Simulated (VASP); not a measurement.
Runs of VASP 6.6.1 on Pt. The structure is that of space group Pm-3m (No. 221), or close to it. The cells are those of the table. The cell was generated, and may not be a known phase.

```csv
task,cell,k mesh,cutoff (eV),gap on the mesh (eV),pressure (GPa),relaxed volume (Å³/atom)
single point,"a = 5.181 Å, 7 atoms",8 × 8 × 8,520,none,-0.4,-
relaxation of cell and atoms,"relaxed from a = 5.440 Å, 7 atoms",4 × 4 × 4,600,none,-0.3,19.91
single point,"a = 5.440 Å, 7 atoms",4 × 4 × 4,520,none,(a),-
single point,"a = 5.187 Å, 7 atoms",4 × 4 × 4,520,none,(b),-
relaxation of cell and atoms,"relaxed from a = 5.187 Å, 7 atoms",8 × 8 × 8,600,none,0.0,19.82
```

Alike in all rows: level PBE; potentials or basis VASP PAW PBE potentials, release 64 (Pt); no spin polarisation; smearing gaussian 0.1 eV.

Question: Estimate the missing entries.

Answer: (a) -15.3; (b) -0.6.

Caveats: spin-orbit coupling is left out, which moves the levels of the heavy elements; the cell stands under tension (at least some runs).

A k mesh can miss the band edges, and the runs leave out spin-orbit coupling on Pt.

A gap of «none» marks levels without a gap at the run's occupations.
